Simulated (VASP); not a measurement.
# SnSe (Fm-3m) in VASP: further runs

Runs on SnSe. Level: LDA. Tasks: vibrations by perturbation theory, elastic constants.

Everything below comes from runs of VASP 6.6.1. Logs are shortened: lines on timing, memory, paths and dates and some standing lists are left out, and cuts for length are marked.

**1. The cell of the first run**

It takes space group Fm-3m (No. 225, cubic). The conventional cell has a = 6.020 Å, b = 6.020 Å, c = 6.020 Å, α = 90.00°, β = 90.00°, γ = 90.00°. Sn (site symmetry m-3m) has 6 Se at 3.01 Å within 4.0 Å. Within 4.0 Å of Se (site symmetry m-3m) lie 6 Sn at 3.01 Å.

**2. Vibrations by perturbation theory, LDA**

File INCAR:

```
PREC = Accurate ; ENCUT = 520
EDIFF = 1E-8 ; ISMEAR = 0
SIGMA = 0.01 ; LREAL = False
LASPH = True ; NELM = 60
ALGO = Normal ; ISIF = 2
LWAVE = False ; LCHARG = False
GGA = CA ; NBANDS = 17
IBRION = 8 ; NSW = 1
LEPSILON = True
```

File KPOINTS:

```
regular mesh
0
Gamma
  6 6 6
```

File POSCAR:

```
SnSe
1.0
    0.0000000000      3.0100000000      3.0100000000
    3.0100000000      0.0000000000      3.0100000000
    3.0100000000      3.0100000000      0.0000000000
Sn Se
1 1
Direct
    0.0000000000      0.0000000000      0.0000000000
    0.5000000000      0.5000000000      0.5000000000
```

Potentials or basis: VASP PAW LDA potentials, release 64 (Sn_d, Se).

Run with:

```bash
$ cat potpaw_LDA.64/Sn_d/POTCAR potpaw_LDA.64/Se/POTCAR > POTCAR
$ mpirun -np 1 vasp_std > vasp.out
```

OUTCAR:

```text
PREC = Accurate
   ENCUT = 520
   EDIFF = 1E-8
   ISMEAR = 0
   LREAL = False
   LASPH = True
   NELM = 60
   ISIF = 2
   GGA = CA
   IBRION = 8
   NSW = 1
   LEPSILON = True

 ion  position               nearest neighbor table
   1  0.000  0.000  0.000-   2 3.01   2 3.01   2 3.01   2 3.01   2 3.01   2 3.01
   2  0.500  0.500  0.500-   1 3.01   1 3.01   1 3.01   1 3.01   1 3.01   1 3.01

  LATTYP: Found a face centered cubic cell.
 ALAT       =     6.0200000000

  Lattice vectors:

 A1 = (   0.0000000000,   3.0100000000,   3.0100000000)
 A2 = (   3.0100000000,   0.0000000000,   3.0100000000)
 A3 = (   3.0100000000,   3.0100000000,   0.0000000000)

Analysis of symmetry for initial positions (statically):
=====================================================================
 Subroutine PRICEL returns:
 Original cell was already a primitive cell.

 Routine SETGRP: Setting up the symmetry group for a
 face centered cubic supercell.

 Subroutine GETGRP returns: Found 48 space group operations
[... 9 lines left out ...]

 Routine SETGRP: Setting up the symmetry group for a
 face centered cubic supercell.

 Subroutine GETGRP returns: Found 48 space group operations
[... 11 lines left out ...]
                                     Primitive cell

  volume of cell :      54.5418

  direct lattice vectors                    reciprocal lattice vectors
     0.000000000  3.010000000  3.010000000    -0.166112957  0.166112957  0.166112957
     3.010000000  0.000000000  3.010000000     0.166112957 -0.166112957  0.166112957
     3.010000000  3.010000000  0.000000000     0.166112957  0.166112957 -0.166112957

  length of vectors
     4.256782823  4.256782823  4.256782823     0.287716081  0.287716081  0.287716081

  position of ions in fractional coordinates (direct lattice)
     0.000000000  0.000000000  0.000000000
     0.500000000  0.500000000  0.500000000

  ion indices of the primitive-cell ions
   primitive index   ion index
                 1           1
                 2           2

----------------------------------------------------------------------------------------

 KPOINTS: regular mesh

Automatic generation of k-mesh.
 Grid dimensions read from file:
 generate k-points for:    6    6    6

 Generating k-lattice:

  Cartesian coordinates                     Fractional coordinates (reciprocal lattice)
    -0.027685493  0.027685493  0.027685493     0.166666667  0.000000000  0.000000000
     0.027685493 -0.027685493  0.027685493     0.000000000  0.166666667  0.000000000
     0.027685493  0.027685493 -0.027685493     0.000000000  0.000000000  0.166666667

  Length of vectors
     0.047952680  0.047952680  0.047952680

  Shift w.r.t. Gamma in fractional coordinates (k-lattice)
     0.000000000  0.000000000  0.000000000

 Subroutine IBZKPT returns following result:
 ===========================================

 Found     16 irreducible k-points:

 Following reciprocal coordinates:
            Coordinates               Weight
  0.000000  0.000000  0.000000      1.000000
  0.166667  0.000000  0.000000      8.000000
  0.333333  0.000000  0.000000      8.000000
  0.500000  0.000000  0.000000      4.000000
  0.166667  0.166667  0.000000      6.000000
  0.333333  0.166667  0.000000     24.000000
[... 8 lines left out ...]
 -0.333333  0.333333  0.166667     24.000000
 -0.333333  0.500000  0.166667     12.000000
   k-points           NKPTS =     16   k-points in BZ     NKDIM =     16   number of bands    NBANDS=     17
   number of dos      NEDOS =    301   number of ions     NIONS =      2
   total plane-waves  NPLWV =  32768
   dimension x,y,z NGX =    32 NGY =   32 NGZ =   32
   dimension x,y,z NGXF=    64 NGYF=   64 NGZF=   64
   ions per type =               1   1
   NGX,Y,Z   is equivalent  to a cutoff of  12.50, 12.50, 12.50 a.u.
   NGXF,Y,Z  is equivalent  to a cutoff of  24.99, 24.99, 24.99 a.u.
 SYSTEM =  unknown system
   PREC   = accura    normal or accurate (medium, high low for compatibility)
   ISTART =      0    job   : 0-new  1-cont  2-samecut
   ICHARG =      2    charge: 1-file 2-atom 10-const
[... 388 lines left out ...]
     0.000000000  3.010000000  3.010000000    -0.166112957  0.166112957  0.166112957
     3.010000000  0.000000000  3.010000000     0.166112957 -0.166112957  0.166112957
     3.010000000  3.010000000  0.000000000     0.166112957  0.166112957 -0.166112957

 POSITION                                       TOTAL-FORCE (eV/Angst)
 -----------------------------------------------------------------------------------
      0.00000      0.00000      0.00000         0.000000     -0.000000      0.000000
      3.01000      3.01000      3.01000         0.000000      0.000000     -0.000000
 -----------------------------------------------------------------------------------
    total drift:                                0.000000     -0.000000     -0.000000

  FREE ENERGIE OF THE ION-ELECTRON SYSTEM (eV)
  ---------------------------------------------------
  free  energy   TOTEN  =        -9.4932041746 eV

  energy  without entropy=       -9.4932041746  energy(sigma->0) =       -9.49320417

 HEAD OF MICROSCOPIC STATIC DIELECTRIC TENSOR (INDEPENDENT PARTICLE, excluding Hartree and local field effects)
 ------------------------------------------------------
          24.607549     0.000000    -0.000000
           0.000000    24.607549     0.000000
          -0.000000     0.000000    24.607549
 ------------------------------------------------------

 Free energy of the ion-electron system (eV)
  ---------------------------------------------------
  ---------------------------------------------------
  free energy    TOTEN  =        -3.51133434 eV

  energy without entropy =       -3.51133434

------------------------ aborting loop because EDIFF is reached ----------------------------------------

--------------------------------------- Ionic step        2  -------------------------------------------

------------------------ aborting loop because EDIFF is reached ----------------------------------------

--------------------------------------- Ionic step        3  -------------------------------------------

------------------------ aborting loop because EDIFF is reached ----------------------------------------

 PIEZOELECTRIC TENSOR FIELD DIRECTION 3  (e Angst)
 -----------------------------------------------------------------------------
     0.00783  0.00000  0.00000           (  0.00000  0.00000  0.00000)
     0.00000  0.00783  0.00000           (  0.00000  0.00000  0.00000)
     0.00000 -0.00000 -0.00655           (  0.00000  0.00000  0.00002)

 PIEZOELECTRIC TENSOR FIELD DIRECTION 3  (C/m^2)
 -----------------------------------------------------------------------------
     0.00230  0.00000  0.00000
     0.00000  0.00230  0.00000
     0.00000 -0.00000 -0.00193

--------------------------------------- Ionic step        4  -------------------------------------------

------------------------ aborting loop because EDIFF is reached ----------------------------------------

[... ionic steps 5 to 6 ...]

--------------------------------------- Ionic step        7  -------------------------------------------

 Free energy of the ion-electron system (eV)
  ---------------------------------------------------
  ---------------------------------------------------
  free energy    TOTEN  =        -0.08392631 eV

  energy without entropy =       -0.08392631

------------------------ aborting loop because EDIFF is reached ----------------------------------------

 INTERNAL STRAIN TENSOR  FOR ION    2  DIRECTION 1   (eV/Angst):
 -----------------------------------------------------------------------------
    -0.00043  0.00000 -0.00000
    -0.00000  0.00488  0.00000
     0.00000  0.00000  0.00488

 MACROSCOPIC STATIC DIELECTRIC TENSOR (including local field effects in DFT)
 ------------------------------------------------------
          23.505156     0.000000    -0.000000
          -0.000000    23.505156     0.000000
           0.000000    -0.000000    23.505156
 ------------------------------------------------------

 PIEZOELECTRIC TENSOR (including local field effects)  for field in x, y, z        (e  Angst)
          XX          YY          ZZ          XY          YZ          ZX
  --------------------------------------------------------------------------------
  x     0.00000     0.00000     0.00000     0.00000     0.00000     0.00000
  y     0.00000     0.00000     0.00000     0.00000     0.00000     0.00000
  z     0.00000     0.00000     0.00000     0.00000     0.00000     0.00000

 PIEZOELECTRIC TENSOR (including local field effects)  for field in x, y, z        (C/m^2)
          XX          YY          ZZ          XY          YZ          ZX
  --------------------------------------------------------------------------------
  x     0.00000     0.00000     0.00000     0.00000     0.00000     0.00000
  y     0.00000     0.00000     0.00000     0.00000     0.00000     0.00000
  z     0.00000     0.00000     0.00000     0.00000     0.00000     0.00000

 BORN EFFECTIVE CHARGES (including local field effects) (in |e|, cummulative output)
 ---------------------------------------------------------------------------------
 ion    1
    1     5.73413     0.00000     0.00000
    2     0.00000     5.73413     0.00000
    3     0.00000     0.00000     5.73413
 ion    2
    1    -5.73413     0.00000     0.00000
    2     0.00000    -5.73413     0.00000
    3     0.00000     0.00000    -5.73413

 INTERNAL STRAIN TENSOR FOR ION    2 for displacements in x,y,z  (eV/Angst):
          X           Y           Z          XY          YZ          ZX
  --------------------------------------------------------------------------------
  x     0.00000     0.00000     0.00000     0.00000     0.00000     0.00000
  y     0.00000     0.00000     0.00000     0.00000     0.00000     0.00000
  z     0.00000     0.00000     0.00000     0.00000     0.00000     0.00000

 SECOND DERIVATIVES (NOT SYMMETRIZED)
 ------------------------------------
               1X          1Y          1Z          2X          2Y          2Z
  1X     0.220698    0.000000    0.000000   -0.220698    0.000000    0.000000
  1Y     0.000000    0.220698    0.000000    0.000000   -0.220698    0.000000
  1Z     0.000000    0.000000    0.220698    0.000000    0.000000   -0.220698
  2X    -0.236919    0.000000    0.000000    0.236919    0.000000    0.000000
  2Y     0.000000   -0.236919    0.000000    0.000000    0.236919    0.000000
  2Z     0.000000    0.000000   -0.236919    0.000000    0.000000    0.236919

 Eigenvectors and eigenvalues of the dynamical matrix
 ----------------------------------------------------

   1 f  =    0.018783 THz     0.118018 2PiTHz    0.626536 cm-1     0.077681 meV
             X         Y         Z           dx          dy          dz
      0.000000  0.000000  0.000000    -0.370434   -0.692922    0.000000
      3.010000  3.010000  3.010000    -0.291632   -0.545517    0.000000
[... 21 lines left out ...]
   6 f/i=    1.089975 THz     6.848518 2PiTHz   36.357667 cm-1     4.507774 meV
             X         Y         Z           dx          dy          dz
      0.000000  0.000000  0.000000     0.000000   -0.618577    0.000000
      3.010000  3.010000  3.010000    -0.000000    0.785724    0.000000

--------------------------------------------------------------------------------------------------------

 MACROSCOPIC STATIC DIELECTRIC TENSOR IONIC CONTRIBUTION
 ------------------------------------------------------
           0.000000     0.000000     0.000000
           0.000000     0.000000     0.000000
           0.000000     0.000000     0.000000
 ------------------------------------------------------

 ELASTIC MODULI CONTR FROM IONIC RELAXATION (kBar)
 Direction    XX          YY          ZZ          XY          YZ          ZX
 --------------------------------------------------------------------------------
 XX           0.0000      0.0000      0.0000      0.0000      0.0000      0.0000
 YY           0.0000      0.0000      0.0000      0.0000      0.0000      0.0000
 ZZ           0.0000      0.0000      0.0000      0.0000      0.0000      0.0000
 XY           0.0000      0.0000      0.0000      0.0000      0.0000      0.0000
 YZ           0.0000      0.0000      0.0000      0.0000      0.0000      0.0000
 ZX           0.0000      0.0000      0.0000      0.0000      0.0000      0.0000
 --------------------------------------------------------------------------------

 PIEZOELECTRIC TENSOR IONIC CONTR  for field in x, y, z        (C/m^2)
          XX          YY          ZZ          XY          YZ          ZX
  --------------------------------------------------------------------------------
  x     0.00000     0.00000     0.00000     0.00000     0.00000     0.00000
  y     0.00000     0.00000     0.00000     0.00000     0.00000     0.00000
  z     0.00000     0.00000     0.00000     0.00000     0.00000     0.00000
```

Run time: 3.5 min. Hardware: 1 thread of Intel Xeon 6975P-C, shared host; peak memory 0.23 GiB.

What came out:

* Electronic dielectric tensor (diagonal): 23.51
* Born charges (mean of the diagonal): Sn +5.73; Se -5.73 e
* Highest phonon frequency at Γ, LO-TO splitting left out: 1 cm⁻¹
* Most unstable mode: 36i cm⁻¹

Phonon frequencies in cm⁻¹ (negative: imaginary):
```
              q point        frequencies
(0.000, 0.000, 0.000)  -36 -36 -36 1 1 1
```

Electronic dielectric tensor:
```
23.51  0.00  0.00
 0.00 23.51  0.00
 0.00  0.00 23.51
```

Born effective charge tensors (e):
atom 1, Sn
```
5.73 0.00 0.00
0.00 5.73 0.00
0.00 0.00 5.73
```
atom 2, Se
```
-5.73  0.00  0.00
 0.00 -5.73  0.00
 0.00  0.00 -5.73
```

Caveat: the cell wasn't relaxed at this level first, which shifts response properties; some modes are imaginary; spin-orbit coupling is left out, which moves the levels of the heavy elements.

**3. Elastic constants, LDA**

File INCAR:

```
PREC     = Accurate       # precision mode
ENCUT    = 600            # plane-wave cutoff, eV
EDIFF    = 1E-8           # SCF threshold, eV
ISMEAR   = 0              # smearing method
SIGMA    = 0.01           # smearing width, eV
LREAL    = F              # projectors in reciprocal space
LASPH    = T              # aspherical terms in the spheres
NELM     = 80             # most SCF steps
ALGO     = Normal         # electronic algorithm
ISIF     = 3              # what is computed and relaxed
LWAVE    = F              # write WAVECAR
LCHARG   = F              # write CHGCAR
NBANDS   = 17             # bands
IBRION   = 6              # ionic algorithm
NFREE    = 2            
POTIM    = 0.015          # step
NSW      = 1              # ionic steps
```

File KPOINTS:

```
Automatic mesh
0
Gamma
  6 6 6
```

POSCAR is that of step 2.

Potentials or basis: VASP PAW LDA potentials, release 64 (Sn_d, Se).

Run with:

```bash
$ cat potpaw_LDA.64/Sn_d/POTCAR potpaw_LDA.64/Se/POTCAR > POTCAR
$ mpirun -np 1 vasp_std > vasp.out
```

Run time: 5.4 min. Hardware: 1 thread of AMD EPYC 9R45 (Zen 5), shared host; peak memory 0.27 GiB.

It converged, with:

| Property | Result |
| --- | --- |
| Elastic constants C11, C12, C44 | 121, 12, 20 GPa |
| Voigt bulk modulus | 49 GPa |
| Highest phonon frequency at Γ, LO-TO splitting left out | 0 cm⁻¹ |
| Most unstable mode | 37i cm⁻¹ |

Phonon frequencies in cm⁻¹ (negative: imaginary):
```tsv
q point	frequencies
(0.000, 0.000, 0.000)	-37 -37 -37 0 0 0
```

Elastic tensor in Voigt notation (GPa, in the Cartesian axes of the cell as first typed):
```
121  12  12   0   0   0
 12 121  12   0   0   0
 12  12 121   0   0   0
  0   0   0  20   0   0
  0   0   0   0  20   0
  0   0   0   0   0  20
```

Clamped-ion elastic tensor (GPa):
```
121  12  12   0   0   0
 12 121  12   0   0   0
 12  12 121   0   0   0
  0   0   0  20   0   0
  0   0   0   0  20   0
  0   0   0   0   0  20
```

Caveat: the cell is under stress, which shifts elastic constants; some modes are imaginary; spin-orbit coupling is left out, which moves the levels of the heavy elements.
